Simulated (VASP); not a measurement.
# MgO (P6_3/mmc) in VASP: further runs

The runs below take MgO through single point, with PBE.

All numbers are computed with VASP 6.6.1; they aren't measurements. Logs are shortened: lines on timing, memory, paths and dates and some standing lists are left out, and cuts for length are marked.

## 1. The cell of the first run

The structure is hexagonal, space group P6_3/mmc (No. 194). The conventional cell has a = 3.480 Å, b = 3.480 Å, c = 4.338 Å, α = 90.00°, β = 90.00°, γ = 120.00°. Within 2.7 Å of Mg (site symmetry -6m2) lie 5 O at 2.01 to 2.17 Å. O (site symmetry -6m2) has 5 Mg at 2.01 to 2.17 Å within 2.7 Å.

## 2. Single point, PBE (the cell strained)

INCAR reads:

```
  PREC = Accurate
  ENCUT = 520
  EDIFF = 1E-6
  ISMEAR = 0
  SIGMA = 0.05
  LREAL = F
  LASPH = T
  NELM = 100
  ALGO = Normal
  ISIF = 2
  LWAVE = F
  LCHARG = F
  GGA = PE
  NBANDS = 16
```

KPOINTS reads:

```
regular mesh
0
Gamma
  9 9 6
```

POSCAR reads:

```
MgO
1.0
    3.4802931548      0.0000000000      0.0000000000
   -1.7401465774      3.0140222847      0.0000000000
    0.0000000000      0.0000000000      4.3381600378
Mg O
2 2
Direct
    0.6666666667      0.3333333333      0.7500000000
    0.3333333333      0.6666666667      0.2500000000
    0.6666666667      0.3333333333      0.2500000000
    0.3333333333      0.6666666667      0.7500000000
```

Potentials or basis: VASP PAW PBE potentials, release 64 (Mg, O).

Command:

```console
$ cat potpaw_PBE.64/Mg/POTCAR potpaw_PBE.64/O/POTCAR > POTCAR
$ mpirun -np 1 vasp_std > vasp.out
```

OUTCAR:

```text
PREC = Accurate
   ENCUT = 520
   EDIFF = 1E-6
   ISMEAR = 0
   LREAL = F
   LASPH = T
   NELM = 100
   ISIF = 2
   GGA = PE

 ion  position               nearest neighbor table
   1  0.667  0.333  0.750-   4 2.01   4 2.01   4 2.01   3 2.17   3 2.17   2 2.96   2 2.96   2 2.96
                             2 2.96   2 2.96   2 2.96
   2  0.333  0.667  0.250-   3 2.01   3 2.01   3 2.01   4 2.17   4 2.17   1 2.96   1 2.96   1 2.96
                             1 2.96   1 2.96   1 2.96
   3  0.667  0.333  0.250-   2 2.01   2 2.01   2 2.01   1 2.17   1 2.17
   4  0.333  0.667  0.750-   1 2.01   1 2.01   1 2.01   2 2.17   2 2.17

  LATTYP: Found a hexagonal cell.
 ALAT       =     3.4802931548
 C/A-ratio  =     1.2464927076

  Lattice vectors:

 A1 = (   3.4802931548,   0.0000000000,   0.0000000000)
 A2 = (  -1.7401465774,   3.0140222847,   0.0000000000)
 A3 = (   0.0000000000,   0.0000000000,   4.3381600378)

Analysis of symmetry for initial positions (statically):
=====================================================================
 Subroutine PRICEL returns:
 Original cell was already a primitive cell.

 Routine SETGRP: Setting up the symmetry group for a
 hexagonal supercell.

 Subroutine GETGRP returns: Found 24 space group operations
 (whereof 12 operations were pure point group operations)
 out of a pool of 24 trial point group operations.

The static configuration has the point symmetry D_3d.
 The point group associated with its full space group is D_6h.

Analysis of symmetry for dynamics (positions and initial velocities):
=====================================================================
 Subroutine PRICEL returns:
 Original cell was already a primitive cell.

 Routine SETGRP: Setting up the symmetry group for a
 hexagonal supercell.

 Subroutine GETGRP returns: Found 24 space group operations
 (whereof 12 operations were pure point group operations)
 out of a pool of 24 trial point group operations.

The dynamic configuration has the point symmetry D_3d.
 The point group associated with its full space group is D_6h.

 Subroutine INISYM returns: Found 24 space group operations
 (whereof 12 operations are pure point group operations),
 and found     1 'primitive' translations

----------------------------------------------------------------------------------------

                                     Primitive cell

  volume of cell :      45.5059

  direct lattice vectors                    reciprocal lattice vectors
     3.480293155  0.000000000  0.000000000     0.287332117  0.165891275  0.000000000
    -1.740146577  3.014022285  0.000000000     0.000000000  0.331782550  0.000000000
     0.000000000  0.000000000  4.338160038     0.000000000  0.000000000  0.230512473

  length of vectors
     3.480293155  3.480293155  4.338160038     0.331782550  0.331782550  0.230512473

  position of ions in fractional coordinates (direct lattice)
     0.666666667  0.333333333  0.750000000
     0.333333333  0.666666667  0.250000000
     0.666666667  0.333333333  0.250000000
     0.333333333  0.666666667  0.750000000

  ion indices of the primitive-cell ions
   primitive index   ion index
                 1           1
                 2           2
                 3           3
                 4           4

----------------------------------------------------------------------------------------

 KPOINTS: regular mesh

Automatic generation of k-mesh.
 Grid dimensions read from file:
 generate k-points for:    9    9    6

 Generating k-lattice:

  Cartesian coordinates                     Fractional coordinates (reciprocal lattice)
     0.031925791  0.018432364  0.000000000     0.111111111  0.000000000  0.000000000
     0.000000000  0.036864728  0.000000000     0.000000000  0.111111111  0.000000000
     0.000000000  0.000000000  0.038418746     0.000000000  0.000000000  0.166666667

  Length of vectors
     0.036864728  0.036864728  0.038418746

  Shift w.r.t. Gamma in fractional coordinates (k-lattice)
     0.000000000  0.000000000  0.000000000

 Subroutine IBZKPT returns following result:
 ===========================================

 Found     48 irreducible k-points:

 Following reciprocal coordinates:
            Coordinates               Weight
  0.000000  0.000000  0.000000      1.000000
  0.111111 -0.000000  0.000000      6.000000
  0.222222 -0.000000  0.000000      6.000000
  0.333333 -0.000000  0.000000      6.000000
  0.444444 -0.000000  0.000000      6.000000
  0.111111  0.111111  0.000000      6.000000
[... 16 lines left out ...]
  0.333333  0.222222  0.166667     24.000000
  0.333333  0.333333  0.166667      4.000000
 [... further k-points ...]
   k-points           NKPTS =     48   k-points in BZ     NKDIM =     48   number of bands    NBANDS=     16
   number of dos      NEDOS =    301   number of ions     NIONS =      4
   total plane-waves  NPLWV =  25088
   dimension x,y,z NGX =    28 NGY =   28 NGZ =   32
   dimension x,y,z NGXF=    56 NGYF=   56 NGZF=   64
   ions per type =               2   2
   NGX,Y,Z   is equivalent  to a cutoff of  13.37, 13.37, 12.26 a.u.
   NGXF,Y,Z  is equivalent  to a cutoff of  26.75, 26.75, 24.53 a.u.
 SYSTEM =  unknown system
   PREC   = accura    normal or accurate (medium, high low for compatibility)
   ISTART =      0    job   : 0-new  1-cont  2-samecut
   ICHARG =      2    charge: 1-file 2-atom 10-const
   ISPIN  =      1    spin polarized calculation?
   LNONCOLLINEAR =      F non collinear calculations
   LSORBIT =      F    spin-orbit coupling
   LASPH  =      T    aspherical Exc in radial PAW
   ENCUT  =  520.0 eV  38.22 Ry    6.18 a.u.   6.47  6.47  8.07*2*pi/ulx,y,z
   NELM   =    100;   NELMIN=  2; NELMDL= -5     # of ELM steps
   EDIFF  = 0.1E-05   stopping-criterion for ELM
   LREAL  =      F    real-space projection
   EDIFFG = 0.1E-04   stopping-criterion for IOM
   NSW    =      0    number of steps for IOM
   IBRION =     -1    ionic relax: 0-MD 1-quasi-New 2-CG
   NFREE  =      0    steps in history (QN), initial steepest desc. (CG)
   ISIF   =      2    stress and relaxation
   ISYM   =      2    0-nonsym 1-usesym 2-fastsym
   POTIM  = 0.5000    time-step for ionic-motion
   TEBEG  =    0.0;   TEEND  =   0.0 temperature during run
   PSTRESS=    0.0 pullay stress
   NELECT =      16.0000    total number of electrons
   NUPDOWN=      -1.0000    fix difference up-down
   EMIN   =  10.00;   EMAX   =-10.00  energy-range for DOS
   EFERMI =   0.00;   METHOD = LEGACY
   ISMEAR =     0;   SIGMA  =   0.05  broadening in eV -4-tet -1-fermi 0-gaus
   EFERMI_NEDOS =   21; number of points for ismear=-14 and -15
   IALGO  =     38    algorithm
   IMIX   =      4    mixing-type and parameters
     AMIX     =   0.40;   BMIX     =  1.00
     AMIX_MAG =   1.60;   BMIX_MAG =  1.00
  volume/ion in A,a.u.               =      11.38        76.77
  Fermi-wavevector in a.u.,A,eV,Ry     =   1.155471  2.183523 18.165304  1.335112
  Thomas-Fermi vector in A             =   2.292099
   LORBIT       =      0    0 simple, 1 ext, 2 COOP (PROOUT), +10 PAW based schemes
   GGA     = PE    functional components
   LHFCALC =     F    Hartree Fock is set to
   AEXX    =    0.0000 exact exchange contribution
   IVDW    =     0    specifies the selected vdW correction
   LEPSILON=     F    determine dielectric tensor
   LRPA    =     F    only Hartree local field effects (RPA)
 non-spin polarized calculation
 Gauss-broadening in eV      SIGMA  =   0.05
  energy-cutoff  :      520.00
  volume of cell :       45.51
 maximum number of plane-waves:      1264
 NGX is ok and might be reduce to    28
   NGX = 13   NGY = 13   NGZ = 17

 number of electron      15.9999991 magnetization

 Free energy of the ion-electron system (eV)
  ---------------------------------------------------
  ext. energy  EPLUGINS =         0.00000000
  ---------------------------------------------------
  free energy    TOTEN  =       -23.65737758 eV

  energy without entropy =      -23.65737758  energy(sigma->0) =      -23.65737758

 E-fermi :   2.1562     XC(G=0):  -9.9332

 val. band max:        1.8480392835   @ k =   0.0000   0.0000   0.0000
 cond. band min:       5.0608885176   @ k =   0.0000   0.0000   0.0000
 fundamental gap:      3.2128492342
 Fermi energy:         2.1562200373

 k-point     1 :       0.0000    0.0000    0.0000
  band No.  band energies     occupation
      1     -14.9862      2.00000
      2     -13.7377      2.00000
      3      -1.7916      2.00000
      4       0.1813      2.00000
      5       0.1813      2.00000
      6       0.9890      2.00000
[... 8 lines left out ...]
     15      17.2120      0.00000
     16      17.3566      0.00000

 k-point     2 :       0.1111   -0.0000    0.0000
  band No.  band energies     occupation
      1     -14.9276      2.00000
      2     -13.7424      2.00000
      3      -1.6927      2.00000
      4      -0.0239      2.00000
      5       0.0907      2.00000
      6       0.6819      2.00000
[... 8 lines left out ...]
     15      16.7397      0.00000
     16      16.7455      0.00000

 k-point     3 :       0.2222   -0.0000    0.0000
  band No.  band energies     occupation
      1     -14.7667      2.00000
      2     -13.7653      2.00000
      3      -1.4093      2.00000
      4      -0.6170      2.00000
      5      -0.0994      2.00000
      6       0.2386      2.00000
[... 8 lines left out ...]
     15      15.7881      0.00000
     16      16.0721      0.00000

 k-point     4 :       0.3333   -0.0000    0.0000
  band No.  band energies     occupation
      1     -14.5485      2.00000
      2     -13.8237      2.00000
      3      -1.2592      2.00000
      4      -0.9891      2.00000
      5      -0.2779      2.00000
      6      -0.0638      2.00000
[... 8 lines left out ...]
     15      15.8634      0.00000
     16      15.8677      0.00000

 k-point     5 :       0.4444   -0.0000    0.0000
  band No.  band energies     occupation
      1     -14.3575      2.00000
      2     -13.9086      2.00000
      3      -1.6380      2.00000
      4      -0.5697      2.00000
      5      -0.3811      2.00000
      6      -0.2229      2.00000
[... 8 lines left out ...]
     15      15.8562      0.00000
     16      16.3140      0.00000

 k-point     6 :       0.1111    0.1111    0.0000
  band No.  band energies     occupation
      1     -14.8177      2.00000
      2     -13.7563      2.00000
      3      -1.5012      2.00000
      4      -0.3186      2.00000
      5      -0.2347      2.00000
      6       0.4513      2.00000
[... 8 lines left out ...]
     15      16.0699      0.00000
     16      16.1714      0.00000
[... 267 lines left out ...]
 k-point    21 :       0.4444    0.1111    0.1667
  band No.  band energies     occupation
      1     -14.2598      2.00000
      2     -13.9561      2.00000
      3      -1.8009      2.00000
      4      -0.7827      2.00000
      5      -0.5931      2.00000
      6       0.0821      2.00000
[... 8 lines left out ...]
     15      15.3400      0.00000
     16      16.6410      0.00000

 k-point    22 :       0.2222    0.2222    0.1667
  band No.  band energies     occupation
      1     -14.3875      2.00000
      2     -13.8954      2.00000
      3      -1.3443      2.00000
      4      -1.2887      2.00000
      5      -0.2556      2.00000
      6       0.0455      2.00000
[... 8 lines left out ...]
     15      15.5492      0.00000
     16      17.1851      0.00000

 k-point    23 :       0.3333    0.2222    0.1667
  band No.  band energies     occupation
      1     -14.2207      2.00000
      2     -13.9759      2.00000
      3      -1.6053      2.00000
      4      -1.0347      2.00000
      5      -0.6450      2.00000
      6       0.2989      2.00000
[... 8 lines left out ...]
     15      15.4395      0.00000
     16      17.2447      0.00000

 k-point    24 :       0.3333    0.3333    0.1667
  band No.  band energies     occupation
      1     -14.0834      2.00000
      2     -14.0834      2.00000
      3      -1.5547      2.00000
      4      -0.9265      2.00000
      5      -0.9265      2.00000
      6       0.5621      2.00000
[... 8 lines left out ...]
     15      15.4299      0.00000
     16      18.0762      0.00000

 [... further k-points ...]
[... 5 lines left out ...]
  --------------------------------------------------------------------------------------
  -------------------------------------------------------------------------------------
  Total        0.3869393      0.3869393     -1.0800289      0.0000000     -0.0000000      0.0000000
  in kB       13.6234003     13.6234003    -38.0257775      0.0000000     -0.0000000      0.0000000
  external PRESSURE =      -3.5929923 kB  Pullay stress =       0.0000000 kB

 VOLUME and BASIS-vectors are now :
 -----------------------------------------------------------------------------
  energy-cutoff  :      520.00
  volume of cell :       45.51
      direct lattice vectors                 reciprocal lattice vectors
     3.480293155  0.000000000  0.000000000     0.287332117  0.165891275  0.000000000
    -1.740146577  3.014022285  0.000000000     0.000000000  0.331782550  0.000000000
     0.000000000  0.000000000  4.338160038     0.000000000  0.000000000  0.230512473

 POSITION                                       TOTAL-FORCE (eV/Angst)
 -----------------------------------------------------------------------------------
      1.74015      1.00467      3.25362        -0.000000      0.000000      0.000000
     -0.00000      2.00935      1.08454         0.000000      0.000000      0.000000
      1.74015      1.00467      1.08454        -0.000000      0.000000     -0.000000
     -0.00000      2.00935      3.25362         0.000000     -0.000000     -0.000000
 -----------------------------------------------------------------------------------
    total drift:                               -0.000000      0.000000     -0.000000

  FREE ENERGIE OF THE ION-ELECTRON SYSTEM (eV)
  ---------------------------------------------------
  free  energy   TOTEN  =       -23.6573775844 eV

  energy  without entropy=      -23.6573775844  energy(sigma->0) =      -23.65737758
```

Run time: 16 s. Hardware: 1 thread of Intel Xeon Platinum 8488C (Sapphire Rapids), shared host; peak memory 0.18 GiB.

What came out:

- Free energy: -23.6574 eV
- Pressure: -0.4 GPa
- Band gap on the k mesh: 3.21 eV

Stress tensor (GPa, compression positive):
```
 1.36  0.00  0.00
 0.00  1.36  0.00
 0.00  0.00 -3.80
```

Caveat: the cell differs from its parent crystal (the cell strained).

(Part 1 of 3 ends here.)
